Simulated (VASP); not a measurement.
Write the native input for VASP 6.6.1 that does the following.

```
Task                   : single point
Functional             : PBE
Potentials or basis    : VASP PAW PBE potentials, release 64 (Al, Co)
Cutoff                 : 520 eV
k mesh                 : 20 × 20 × 20
Occupations            : gaussian, width 0.1 eV
Spin                   : collinear spin, ferromagnetic start
Starting moments       : [0.0, 0.28] μB
Dipole correction      : no
Further INCAR settings : ALGO = Fast; EDIFF = 1e-07; NBANDS = 17
```

The structure of AlCo lies in POSCAR:

```
AlCo
1.0
    0.0000000000      2.3940856768      2.3940856768
    2.3940856768      0.0000000000      2.3940856768
    2.3940856768      2.3940856768      0.0000000000
Al Co
1 1
Direct
    0.0000000000      0.0000000000      0.0000000000
    0.5000000000      0.5000000000      0.5000000000
```

One way to write it, as run:

INCAR

```
PREC     = Accurate       # precision mode
ENCUT    = 520            # plane-wave cutoff, eV
EDIFF    = 1E-7           # SCF threshold, eV
ISMEAR   = 0              # smearing method
SIGMA    = 0.1            # smearing width, eV
LREAL    = False          # projectors in reciprocal space
LASPH    = True           # aspherical terms in the spheres
NELM     = 150            # most SCF steps
ALGO     = Fast           # electronic algorithm
ISIF     = 2              # what is computed and relaxed
LWAVE    = False          # write WAVECAR
LCHARG   = False          # write CHGCAR
ISPIN    = 2              # spin polarisation
MAGMOM   = 0 0.28         # initial moments
LORBIT   = 11             # projections on sites
LMAXMIX  = 4              # l up to which the mixer works
GGA      = PE             # functional
NBANDS   = 17             # bands
```

KPOINTS

```
Automatic mesh
0
Gamma
  20 20 20
```

Potentials or basis: VASP PAW PBE potentials, release 64 (Al, Co).

The run is started by

```bash
$ cat potpaw_PBE.64/Al/POTCAR potpaw_PBE.64/Co/POTCAR > POTCAR
$ mpirun -np 1 vasp_std > vasp.out
```

It gave:

```yaml
Pressure: -0.1 GPa
Band_gap_on_the_k_mesh: zero (filled and empty bands overlap)
Net_moment: 0.00 μB per cell
Valence_electrons_inside_the_program's_atomic_spheres: Al 0.84; Co 8.36
```

It took 6 min on 1 thread of Intel Xeon 6975P-C, on a shared host, peak memory 0.31 GiB.
